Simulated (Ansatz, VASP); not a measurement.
## SiO2 in VASP and in Ansatz

```
Si O
1.0
     4.97559    0.00000    0.00000
     0.00000    4.97559    0.00000
     0.00000    0.00000    6.90089
Si O
4 8
Cartesian
  0.9790 0.9790 0.0000
  1.5088 3.4668 5.1757
  3.4668 1.5088 1.7252
  3.9966 3.9966 3.4504
  3.0370 3.6732 4.7067
  1.9386 1.3024 1.2562
  3.6732 3.0370 2.1942
  1.1854 4.4263 6.4319
  1.3024 1.9386 5.6446
  0.5492 3.7902 3.9194
  4.4263 1.1854 0.4690
  3.7902 0.5492 2.9815
```

Alike in both runs: task single point; functional LDA; k mesh 4 × 4 × 4; occupations gaussian, width 0.1 eV; no spin polarisation.

```csv
,VASP,Ansatz
version,VASP 6.6.1,Ansatz 0.2.0
potentials or method,"VASP PAW LDA potentials, release 64 (Si, O), cutoff 520 eV","scalar-relativistic, plane waves, PAW"
valence electrons in the cell,64,64
```

|  | VASP | Ansatz | Ansatz less VASP |
| --- | --- | --- | --- |
| gap on the k mesh at the Fermi level (eV) | 5.49 | 5.49 | -0.002 |
| least direct gap on the mesh (eV) | 5.49 | 5.49 | -0.002 |
| pressure (GPa) | -1.0 | -1.6 | -0.57 |
| traceless stress, the component that is largest in VASP (GPa) | 0.05 | 0.09 | +0.034 |
| rms of the force components (eV/Å) | 0.031 | 0.044 | +0.0135 |

LDA's correlation is that of Perdew and Zunger in VASP and of Perdew and Wang (1992) in Ansatz. Atom by atom the forces differ by 0.015 eV/Å (rms over components).
